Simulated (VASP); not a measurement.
A run of VASP 6.6.1 is set up as follows.

Contents of INCAR:

```
SYSTEM = TaSi3
  ALGO = Normal
  EDIFF = 1E-6
  ENCUT = 400
  GGA = PE
  GGA_COMPAT = .FALSE.
  ISIF = 2
  ISMEAR = -1
  ISYM = -1
  LASPH = .TRUE.
  LCHARG = .FALSE.
  LREAL = Auto
  LWAVE = .FALSE.
  NBANDS = 60
  NELM = 120
  PREC = Accurate
  SIGMA = 0.05
```

Contents of KPOINTS:

```
explicit points
1
Reciprocal
  0.25000000   0.25000000   0.25000000 1
```

The input POSCAR:

```
TaSi3
1.0
    6.4980500000      0.1502530000      0.2007460000
    0.1502530000      6.7111390000     -0.0846960000
    0.2007460000     -0.0846960000      6.3763750000
Si Ta
12 4
Direct
    0.4406728275      0.7170986044      0.4812485269
    0.2857522790      0.2084580476      0.6608348687
    0.8225910579      0.7393308254      0.4301231498
    0.3979772431      0.1012820903      0.2922152239
    1.0398212611      0.2729353254      1.0302277660
    0.5236252957      0.3684448024      0.9360720029
    0.7419780648      1.0436456568      0.0528655363
    0.0405372161      0.9510632308      0.7441246111
    0.8112916448      0.6391171224      0.0339785711
    0.2362438946      0.8171133530      0.1499438499
    0.5317452041      0.7678664676      0.8374056569
    0.9076328808      0.3711247844      0.6497541494
    0.1517006893      0.5048345681      0.3276948363
    0.6868639294      0.3880849478      0.2973504627
    0.1830415215      0.5884562398      0.7973594772
    0.6709101234      0.0716330648      0.6073216381
```

Potentials or basis: VASP PAW PBE potentials, release 64 (Si, Ta_pv).

Launch:

```console
$ cat potpaw_PBE.64/Si/POTCAR potpaw_PBE.64/Ta_pv/POTCAR > POTCAR
$ mpirun -np 1 vasp_std > vasp.out
```

**Question.** What does it give for the largest force?

**Answer.** 1.320 eV/Å.

**Question.** Predict the pressure.

**Answer.** -6.8 GPa.

Stress tensor (GPa, compression positive):
```
-3.67  2.16  2.13
 2.16 -8.47 -1.32
 2.13 -1.32 -8.12
```

Caveat: the atoms stand as in a frame of molecular dynamics.
